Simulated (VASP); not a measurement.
Runs of VASP 6.6.1 on Si. The structure is that of space group I4/mmm (No. 139), or close to it. The cells are those of the table. 

| cell | gap on the mesh (eV) | pressure (GPa) | largest force (eV/Å) |
| --- | --- | --- | --- |
| a = 5.070 Å, angles 98.0, 98.0, 136.1°, 4 atoms | (c) | 1.3 | 0.15 |
| a = 4.928 Å, angles 98.2, 98.2, 135.5°, 4 atoms | 0.18 | 9.8 | 0.15 |
| a = 4.939 Å, angles 98.5, 98.5, 134.9°, 4 atoms | 0.20 | 7.8 | 0.35 |
| a = 4.950 Å, angles 98.7, 98.7, 134.3°, 4 atoms | 0.12 | (a) | 0.53 |
| a = 4.994 Å, angles 98.0, 98.0, 136.1°, 4 atoms | (b) | 6.1 | 0.12 |
| a = 5.015 Å, angles 98.4, 98.4, 134.9°, 4 atoms | 0.36 | 2.7 | 0.24 |
| a = 4.962 Å, angles 98.9, 98.9, 133.7°, 4 atoms | none | 4.4 | 0.69 |
| a = 5.004 Å, angles 98.2, 98.2, 135.5°, 4 atoms | 0.34 | 4.3 | 0.07 |

Alike in all rows: task single point; level r2SCAN; potentials or basis VASP PAW PBE potentials, release 64 (Si); no spin polarisation; k mesh 10 × 10 × 10; cutoff (eV) 520; smearing gaussian 0.03 eV.

Q: Fill in the values left out.

A: (a) 6.0; (b) 0.33; (c) 0.48.

Caveats: semilocal functionals underestimate gaps, and a narrow one can read as zero; the PAW data sets were made with another functional, which shifts forces and pressure a little; the cell stands under pressure (at least some runs); the stress differs along the axes, from 2 to 8 GPa (at least some runs); the stress differs along the axes, from -2 to 8 GPa (at least some runs).

A k mesh can miss the band edges.

A gap of «none» marks levels without a gap at the run's occupations.
